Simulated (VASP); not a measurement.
Here is a VASP 6.6.1 calculation.

The input INCAR:

```
SYSTEM = CdTe
PREC = Accurate
ENCUT = 520
EDIFF = 1E-7
ISMEAR = -1
SIGMA = 0.05
LREAL = .FALSE.
LASPH = .TRUE.
NELM = 60
ALGO = Normal
ISIF = 2
LWAVE = .FALSE.
LCHARG = .FALSE.
GGA = PE
NBANDS = 26
```

KPOINTS

```
Automatic mesh
0
G
  6 6 5
  0 0 0
```

Contents of POSCAR:

```
CdTe
1.0
    3.0238630702     -3.0527848325      0.0000000000
    3.0238630702      3.0527848325      0.0000000000
    0.0000000000      0.0000000000      6.0083358012
Te Cd
2 2
Direct
    0.2338630000      0.7661370000      0.2500000000
    0.7661370000      0.2338630000      0.7500000000
    0.7229700000      0.2770300000      0.2500000000
    0.2770300000      0.7229700000      0.7500000000
```

Potentials or basis: VASP PAW PBE potentials, release 64 (Te, Cd).

Run with:

```bash
$ cat potpaw_PBE.64/Te/POTCAR potpaw_PBE.64/Cd/POTCAR > POTCAR
$ mpirun -np 1 vasp_std > vasp.out
```

Q: Predict the largest force.

A: 0.065 eV/Å.

Q: Estimate the pressure.

A: 2.0 GPa.

Q: Estimate the band gap on the k mesh.

A: Zero (band 18 reaches 4.27 eV, above the bottom of band 19 at 2.92 eV).

Forces on the atoms (eV/Å):
```
Te   0.000  0.040  0.000
Te   0.000 -0.040  0.000
Cd   0.000 -0.065  0.000
Cd   0.000  0.065  0.000
```

Caveat: spin-orbit coupling is left out, which moves the levels of the heavy elements.
